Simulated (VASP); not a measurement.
# Ni (Pm-3m) in VASP: notebook

The runs below take Ni through single point, with PBE.

Program: VASP 6.6.1. These are calculated values, not measurements. Logs are shortened: lines on timing, memory, paths and dates and some standing lists are left out, and cuts for length are marked.

### 1 The cell of the first run

Symmetry: Pm-3m, No. 221, cubic system. The conventional cell has a = 1.911 Å, b = 1.911 Å, c = 1.911 Å, α = 90.00°, β = 90.00°, γ = 90.00°. Ni (site symmetry m-3m) has 6 Ni at 1.91 Å within 2.5 Å.

This isn't the form of Ni at room conditions, which is fcc.

### 2 Single point, PBE, collinear spin, ferromagnetic start (6.98 Å³/atom)

INCAR reads:

```
PREC = Accurate
ENCUT = 520
EDIFF = 1E-7
ISMEAR = -1
SIGMA = 0.1
LREAL = F
LASPH = T
NELM = 150
ALGO = Normal
ISIF = 2
LWAVE = F
LCHARG = F
ISPIN = 2
MAGMOM = 1
LORBIT = 11
LMAXMIX = 4
GGA = PE
NBANDS = 15
```

KPOINTS reads:

```
Automatic mesh
0
Gamma
  18 18 18
```

POSCAR reads:

```
Ni
1.0
    1.9106600385      0.0000000000      0.0000000000
    0.0000000000      1.9106600385      0.0000000000
    0.0000000000      0.0000000000      1.9106600385
Ni
1
Direct
    0.0000000000      0.0000000000      0.0000000000
```

Potentials or basis: VASP PAW PBE potentials, release 64 (Ni).

Launch:

```
$ cat potpaw_PBE.64/Ni/POTCAR > POTCAR
$ mpirun -np 1 vasp_std > vasp.out
```

OUTCAR:

```text
PREC = Accurate
   ENCUT = 520
   EDIFF = 1E-7
   ISMEAR = -1
   LREAL = F
   LASPH = T
   NELM = 150
   ISIF = 2
   ISPIN = 2
   LORBIT = 11
   GGA = PE

 ion  position               nearest neighbor table
   1  0.000  0.000  0.000-

  LATTYP: Found a simple cubic cell.
 ALAT       =     1.9106600385

  Lattice vectors:

 A1 = (   1.9106600385,   0.0000000000,   0.0000000000)
 A2 = (   0.0000000000,   1.9106600385,   0.0000000000)
 A3 = (   0.0000000000,   0.0000000000,   1.9106600385)

Analysis of symmetry for initial positions (statically):
=====================================================================
 Subroutine PRICEL returns:
 Original cell was already a primitive cell.

 Routine SETGRP: Setting up the symmetry group for a
 simple cubic supercell.

 Subroutine GETGRP returns: Found 48 space group operations
 (whereof 48 operations were pure point group operations)
 out of a pool of 48 trial point group operations.

The static configuration has the point symmetry O_h .

Analysis of symmetry for dynamics (positions and initial velocities):
=====================================================================
 Subroutine PRICEL returns:
 Original cell was already a primitive cell.

 Routine SETGRP: Setting up the symmetry group for a
 simple cubic supercell.

 Subroutine GETGRP returns: Found 48 space group operations
 (whereof 48 operations were pure point group operations)
 out of a pool of 48 trial point group operations.

The dynamic configuration has the point symmetry O_h .

Analysis of structural, dynamic, and magnetic symmetry:
=====================================================================
 Subroutine PRICEL returns:
 Original cell was already a primitive cell.

 Routine SETGRP: Setting up the symmetry group for a
 simple cubic supercell.

 Subroutine GETGRP returns: Found 48 space group operations
 (whereof 48 operations were pure point group operations)
 out of a pool of 48 trial point group operations.

The overall configuration has the point symmetry O_h .

 Subroutine INISYM returns: Found 48 space group operations
 (whereof 48 operations are pure point group operations),
 and found     1 'primitive' translations

----------------------------------------------------------------------------------------

                                     Primitive cell

  volume of cell :       6.9751

  direct lattice vectors                    reciprocal lattice vectors
     1.910660039  0.000000000  0.000000000     0.523379345  0.000000000  0.000000000
     0.000000000  1.910660039  0.000000000     0.000000000  0.523379345  0.000000000
     0.000000000  0.000000000  1.910660039     0.000000000  0.000000000  0.523379345

  length of vectors
     1.910660039  1.910660039  1.910660039     0.523379345  0.523379345  0.523379345

  position of ions in fractional coordinates (direct lattice)
     0.000000000  0.000000000  0.000000000

  ion indices of the primitive-cell ions
   primitive index   ion index
                 1           1

----------------------------------------------------------------------------------------

 KPOINTS: Automatic mesh

Automatic generation of k-mesh.
 Grid dimensions read from file:
 generate k-points for:   18   18   18

 Generating k-lattice:

  Cartesian coordinates                     Fractional coordinates (reciprocal lattice)
     0.029076630  0.000000000  0.000000000     0.055555556  0.000000000  0.000000000
     0.000000000  0.029076630  0.000000000     0.000000000  0.055555556  0.000000000
     0.000000000  0.000000000  0.029076630     0.000000000  0.000000000  0.055555556

  Length of vectors
     0.029076630  0.029076630  0.029076630

  Shift w.r.t. Gamma in fractional coordinates (k-lattice)
     0.000000000  0.000000000  0.000000000

 Subroutine IBZKPT returns following result:
 ===========================================

 Found    220 irreducible k-points:

 Following reciprocal coordinates:
            Coordinates               Weight
  0.000000  0.000000  0.000000      1.000000
  0.055556  0.000000  0.000000      6.000000
  0.111111  0.000000  0.000000      6.000000
  0.166667  0.000000  0.000000      6.000000
  0.222222  0.000000  0.000000      6.000000
  0.277778  0.000000  0.000000      6.000000
[... 16 lines left out ...]
  0.277778  0.111111  0.000000     24.000000
  0.333333  0.111111  0.000000     24.000000
 [... further k-points ...]
   k-points           NKPTS =    220   k-points in BZ     NKDIM =    220   number of bands    NBANDS=     15
   number of dos      NEDOS =    301   number of ions     NIONS =      1
   total plane-waves  NPLWV =   2744
   dimension x,y,z NGX =    14 NGY =   14 NGZ =   14
   dimension x,y,z NGXF=    28 NGYF=   28 NGZF=   28
   ions per type =               1
   NGX,Y,Z   is equivalent  to a cutoff of  12.18, 12.18, 12.18 a.u.
   NGXF,Y,Z  is equivalent  to a cutoff of  24.36, 24.36, 24.36 a.u.
 SYSTEM =  unknown system
   PREC   = accura    normal or accurate (medium, high low for compatibility)
   ISTART =      0    job   : 0-new  1-cont  2-samecut
   ICHARG =      2    charge: 1-file 2-atom 10-const
   ISPIN  =      2    spin polarized calculation?
   LNONCOLLINEAR =      F non collinear calculations
   LSORBIT =      F    spin-orbit coupling
   LASPH  =      T    aspherical Exc in radial PAW
   ENCUT  =  520.0 eV  38.22 Ry    6.18 a.u.   3.55  3.55  3.55*2*pi/ulx,y,z
   NELM   =    150;   NELMIN=  2; NELMDL= -5     # of ELM steps
   EDIFF  = 0.1E-06   stopping-criterion for ELM
   LREAL  =      F    real-space projection
   EDIFFG = 0.1E-05   stopping-criterion for IOM
   NSW    =      0    number of steps for IOM
   IBRION =     -1    ionic relax: 0-MD 1-quasi-New 2-CG
   NFREE  =      0    steps in history (QN), initial steepest desc. (CG)
   ISIF   =      2    stress and relaxation
   ISYM   =      2    0-nonsym 1-usesym 2-fastsym
   POTIM  = 0.5000    time-step for ionic-motion
   TEBEG  =    0.0;   TEEND  =   0.0 temperature during run
   PSTRESS=    0.0 pullay stress
   NELECT =      10.0000    total number of electrons
   NUPDOWN=      -1.0000    fix difference up-down
   EMIN   =  10.00;   EMAX   =-10.00  energy-range for DOS
   EFERMI =   0.00;   METHOD = LEGACY
   ISMEAR =    -1;   SIGMA  =   0.10  broadening in eV -4-tet -1-fermi 0-gaus
   EFERMI_NEDOS =   21; number of points for ismear=-14 and -15
   IALGO  =     38    algorithm
   IMIX   =      4    mixing-type and parameters
     AMIX     =   0.40;   BMIX     =  1.00
     AMIX_MAG =   1.60;   BMIX_MAG =  1.00
  volume/ion in A,a.u.               =       6.98        47.07
  Fermi-wavevector in a.u.,A,eV,Ry     =   1.845970  3.488378 46.363306  3.407607
  Thomas-Fermi vector in A             =   2.897119
   LORBIT       =     11    0 simple, 1 ext, 2 COOP (PROOUT), +10 PAW based schemes
   GGA     = PE    functional components
   LHFCALC =     F    Hartree Fock is set to
   AEXX    =    0.0000 exact exchange contribution
   IVDW    =     0    specifies the selected vdW correction
   LEPSILON=     F    determine dielectric tensor
   LRPA    =     F    only Hartree local field effects (RPA)
 spin polarized calculation
  energy-cutoff  :      520.00
  volume of cell :        6.98
 maximum number of plane-waves:       197
   NGX =  7   NGY =  7   NGZ =  7

 number of electron      10.0000027 magnetization      -0.0049846

 number of electron      10.0000027 magnetization       0.0004245

 Free energy of the ion-electron system (eV)
  ---------------------------------------------------
  ext. energy  EPLUGINS =         0.00000000
  ---------------------------------------------------
  free energy    TOTEN  =        -1.37258892 eV

  energy without entropy =       -1.33490454  energy(sigma->0) =       -1.35374673

 E-fermi :  17.8036     XC(G=0): -15.9796

 val. band max:       17.7933025401   @ k =   0.0556   0.0556   0.0556
 cond. band min:      17.8141836194   @ k =   0.0556   0.0556   0.0000
 fundamental gap:      0.0208810794
 Fermi energy:        17.8036133481

 spin component 1

 k-point     1 :       0.0000    0.0000    0.0000
  band No.  band energies     occupation
      1       5.2281      1.00000
      2      10.3320      1.00000
      3      10.3320      1.00000
      4      17.9949      0.12868
      5      17.9949      0.12868
      6      17.9949      0.12868
      7      45.2744      0.00000
      8      45.2744      0.00000
      9      45.2744      0.00000
     10      51.4915      0.00000
     11      51.4915      0.00000
     12      57.7396      0.00000
     13      64.4652      0.00000
     14      72.8664      0.00000
     15      72.8664      0.00000
[... 397 lines left out ...]
 k-point    24 :       0.3333    0.1111    0.0000
  band No.  band energies     occupation
      1       9.6217      1.00000
      2      11.4297      1.00000
      3      13.1081      1.00000
      4      16.0229      1.00000
      5      16.2396      1.00000
      6      17.8696      0.34079
      7      29.8619      0.00000
      8      44.8185      0.00000
      9      51.2599      0.00000
     10      52.4696      0.00000
     11      57.3637      0.00000
     12      62.3017      0.00000
     13      64.0143      0.00000
     14      66.1172      0.00000
     15      67.4354      0.00000

 [... further k-points ...]

 spin component 2

 k-point     1 :       0.0000    0.0000    0.0000
  band No.  band energies     occupation
      1       5.2281      1.00000
      2      10.3323      1.00000
      3      10.3323      1.00000
      4      17.9955      0.12801
      5      17.9955      0.12801
      6      17.9955      0.12801
      7      45.2745      0.00000
      8      45.2745      0.00000
      9      45.2745      0.00000
     10      51.4916      0.00000
     11      51.4916      0.00000
     12      57.7398      0.00000
     13      64.4660      0.00000
     14      72.8665      0.00000
     15      72.8665      0.00000
[... 397 lines left out ...]
 k-point    24 :       0.3333    0.1111    0.0000
  band No.  band energies     occupation
      1       9.6218      1.00000
      2      11.4300      1.00000
      3      13.1083      1.00000
      4      16.0234      1.00000
      5      16.2400      1.00000
      6      17.8702      0.33944
      7      29.8620      0.00000
      8      44.8185      0.00000
      9      51.2599      0.00000
     10      52.4697      0.00000
     11      57.3638      0.00000
     12      62.3024      0.00000
     13      64.0146      0.00000
     14      66.1173      0.00000
     15      67.4355      0.00000

 [... further k-points ...]

------------------------ aborting loop because EDIFF is reached ----------------------------------------

  FORCE on cell =-STRESS in cart. coord.  units (eV):
  Direction    XX          YY          ZZ          XY          YZ          ZX
  --------------------------------------------------------------------------------------
  -------------------------------------------------------------------------------------
  Total       14.7655880     14.7655880     14.7655880      0.0000000      0.0000000     -0.0000000
  in kB     3391.6502889   3391.6502889   3391.6502889      0.0000000      0.0000000     -0.0000000
  external PRESSURE =    3391.6502889 kB  Pullay stress =       0.0000000 kB

 VOLUME and BASIS-vectors are now :
 -----------------------------------------------------------------------------
  energy-cutoff  :      520.00
  volume of cell :        6.98
      direct lattice vectors                 reciprocal lattice vectors
     1.910660039  0.000000000  0.000000000     0.523379345  0.000000000  0.000000000
     0.000000000  1.910660039  0.000000000     0.000000000  0.523379345  0.000000000
     0.000000000  0.000000000  1.910660039     0.000000000  0.000000000  0.523379345

 POSITION                                       TOTAL-FORCE (eV/Angst)
 -----------------------------------------------------------------------------------
      0.00000      0.00000      0.00000         0.000000      0.000000      0.000000
 -----------------------------------------------------------------------------------
    total drift:                               -0.000000     -0.000000     -0.000000

  FREE ENERGIE OF THE ION-ELECTRON SYSTEM (eV)
  ---------------------------------------------------
  free  energy   TOTEN  =        -1.3725889214 eV

  energy  without entropy=       -1.3349045350  energy(sigma->0) =       -1.35374673

 total charge

# of ion       s       p       d       tot
------------------------------------------
    1        0.819   0.994   8.960  10.774

 magnetization (x)

# of ion       s       p       d       tot
------------------------------------------
    1        0.000   0.000   0.000   0.000
```

Wall time 10 s (1 thread of Intel Xeon 6975P-C (Granite Rapids), shared host); peak memory 0.14 GiB.

Results:

```
Free energy            : -1.3726 eV
Pressure               : 339.2 GPa
Band gap on the k mesh : zero (filled and empty bands overlap)
Net moment             : 0.00 μB per cell
```

Caveat: the cell stands under pressure.

### 3 Single point, PBE, collinear spin, ferromagnetic start (8.24 Å³/atom)

This run uses another cell than the first one, of 8.24 Å³/atom.

INCAR reads:

```
PREC = Accurate
ENCUT = 520
EDIFF = 1E-6
ISMEAR = -1
SIGMA = 0.1
LREAL = F
LASPH = T
NELM = 150
ALGO = Normal
ISIF = 2
LWAVE = F
LCHARG = T
ISPIN = 2
MAGMOM = 1
LORBIT = 11
LMAXMIX = 4
GGA = PE
LELF = T
LVHAR = T
NBANDS = 15
```

KPOINTS is that of step 2.

POSCAR reads:

```
Ni
1.0
    2.0200725915      0.0000000000      0.0000000000
    0.0000000000      2.0200725915      0.0000000000
    0.0000000000      0.0000000000      2.0200725915
Ni
1
Direct
    0.0000000000      0.0000000000      0.0000000000
```

Potentials or basis: VASP PAW PBE potentials, release 64 (Ni).

Launch:

```
$ cat potpaw_PBE.64/Ni/POTCAR > POTCAR
$ mpirun -np 1 vasp_std > vasp.out
```

It took 15 s on 1 thread of Intel Xeon 6975P-C (Granite Rapids), shared host; peak memory 0.15 GiB.

The run converged. Its results:

```
Free energy            : -3.2910 eV
Pressure               : 166.0 GPa
Band gap on the k mesh : zero (filled and empty bands overlap)
Net moment             : 0.00 μB per cell
```

Levels at points of the mesh, in eV from the Fermi level:
Spin up:
```csv
k point,band 1,band 2,band 3,band 4,band 5,band 6,band 7,band 8,band 9,band 10
"(0.00, 0.00, 0.00)",-11.09,-5.93,-5.93,0.15,0.15,0.15,25.05,25.05,25.05,30.33
"(0.50, 0.00, 0.00)",-5.73,-5.11,-2.45,-1.88,-1.88,0.33,6.53,28.48,33.51,35.76
"(0.50, 0.50, 0.00)",-7.34,-4.27,-1.45,-1.45,1.46,6.62,6.62,14.29,18.17,38.57
"(0.50, 0.50, 0.50)",-5.54,-5.54,-5.54,1.57,1.57,14.55,16.73,16.73,16.73,22.02
```
Spin down:
```csv
k point,band 2,band 3,band 4,band 5,band 6,band 7,band 8,band 9
"(0.00, 0.00, 0.00)",-5.93,-5.93,0.15,0.15,0.15,25.05,25.05,25.05
"(0.50, 0.00, 0.00)",-5.11,-2.45,-1.88,-1.88,0.33,6.53,28.48,33.51
"(0.50, 0.50, 0.00)",-4.27,-1.45,-1.45,1.46,6.62,6.62,14.29,18.17
"(0.50, 0.50, 0.50)",-5.54,-5.54,1.57,1.57,14.55,16.73,16.73,16.73
```

Caveat: the cell stands under pressure.
